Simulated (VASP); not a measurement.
A run of VASP 6.6.1 is set up as follows.

Contents of INCAR:

```
ALGO = Normal
EDIFF = 1E-6
EDIFFG = -0.01
ENCUT = 600
GGA = PS
IBRION = 2
ISIF = 3
ISMEAR = -1
LASPH = True
LCHARG = False
LREAL = False
LWAVE = False
NELM = 100
NSW = 100
PREC = Accurate
SIGMA = 0.03
```

File KPOINTS:

```
k-points
0
Gamma
  6 6 4
```

File POSCAR:

```
GaH5Pd
1.0
    3.5168489900      0.0000000000      0.0000000000
    0.0000000000      3.5168489900      0.0000000000
    0.0000000000      0.0000000000      6.2263072700
Ga Pd H
1 1 5
Direct
    0.5000000000      0.5000000000      0.0000000000
    0.0000000000      0.0000000000      0.5000000000
    0.0000000000      0.5000000000      0.2963546500
    0.0000000000      0.5000000000      0.7036453500
    0.5000000000      0.0000000000      0.2963546500
    0.5000000000      0.0000000000      0.7036453500
    0.0000000000      0.0000000000      0.0000000000
```

Potentials or basis: VASP PAW PBE potentials, release 64 (Ga_d, Pd, H).

Command:

```bash
$ cat potpaw_PBE.64/Ga_d/POTCAR potpaw_PBE.64/Pd/POTCAR potpaw_PBE.64/H/POTCAR > POTCAR
$ mpirun -np 1 vasp_std > vasp.out
```

Problem. Estimate the band gap on the k mesh.

Solution. Zero (band 14 reaches 7.17 eV, above the bottom of band 15 at 3.88 eV).

Problem. Estimate the relaxed volume.

Solution. 7.94 Å³/atom.

Problem. What does it give for the space group after relaxing (to 0.05 Å)?

Solution. P4/mmm (No. 123).

Problem. What does it give for the relaxed cell?

Solution. a = 2.936 Å, b = 2.936 Å, c = 6.449 Å, α = 90.00°, β = 90.00°, γ = 90.00°.

Final structure:
```
Ga Pd H
1.0
     2.93591    0.00000    0.00000
     0.00000    2.93591    0.00000
     0.00000    0.00000    6.44895
Ga Pd H
1 1 5
Direct
  0.50000 0.50000 0.00000
  0.00000 0.00000 0.50000
  0.00000 0.50000 0.34150
  0.00000 0.50000 0.65850
  0.50000 0.00000 0.34150
  0.50000 0.00000 0.65850
  0.00000 0.00000 0.00000
```

Caveat: the volume moved by over 15 % at a fixed basis, so the end points are rough; the PAW data sets were made with another functional, which shifts forces and pressure a little.
